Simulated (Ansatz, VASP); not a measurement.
## ZnSe: VASP beside Ansatz

```
Zn Se
1.0
     0.00000    2.88851    2.88851
     2.88851    0.00000    2.88851
     2.88851    2.88851    0.00000
Zn Se
1 1
Direct
  0.00000 0.00000 0.00000
  0.25000 0.25000 0.25000
```

Alike in both runs: task single point; functional r2SCAN; k mesh 8 × 8 × 8; occupations gaussian, width 0.02 eV; no spin polarisation.

```csv
,VASP,Ansatz
version,VASP 6.6.1,Ansatz 0.2.0
potentials or method,"VASP PAW PBE potentials, release 64 (Zn, Se), cutoff 520 eV","scalar-relativistic, plane waves, PAW"
valence electrons in the cell,18,28
```

```tsv
	VASP	Ansatz	Ansatz less VASP
gap on the k mesh at the Fermi level (eV)	1.62	1.62	0.000
least direct gap on the mesh (eV)	1.62	1.62	0.000
pressure (GPa)	-3.3	-3.4	-0.06
```

VASP's potentials were made for PBE, not for r2SCAN. With one functional, cell and mesh, what is left measures potentials, basis and numerics. VASP's potentials hold 18 valence electrons a cell and Ansatz's 28, so a difference there can come from the potentials and not from the codes.
